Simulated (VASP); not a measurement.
AlAs:

```xyz
2
Lattice="0.0000 2.8304 2.8304 2.8304 0.0000 2.8304 2.8304 2.8304 0.0000" Properties=species:S:1:pos:R:3 pbc="T T T"
Al    0.0000    0.0000    0.0000
As    1.4152    1.4152    1.4152
```

Base run:

- Program: VASP 6.6.1
- Functional: PBE
- Potentials or basis: VASP PAW PBE potentials, release 64 (Al, As)
- Cutoff: 500 eV
- k mesh: 5 × 5 × 5
- Occupations: gaussian, width 0.01 eV
- Spin: no spin polarisation

Its results: band gap on the k mesh 1.64 eV, indirect (least direct gap 2.06 eV); pressure 2.8 GPa.

After a change of settings the same cell gave: band gap on the k mesh 1.93 eV, indirect (least direct gap 2.05 eV); pressure 3.9 GPa. Which change was it?
A. k mesh from 5 × 5 × 5 to 6 × 6 × 6
B. k mesh from 5 × 5 × 5 to 3 × 3 × 3
C. k mesh from 5 × 5 × 5 to 4 × 4 × 4

B.

Caveats: some runs use coarse meshes.
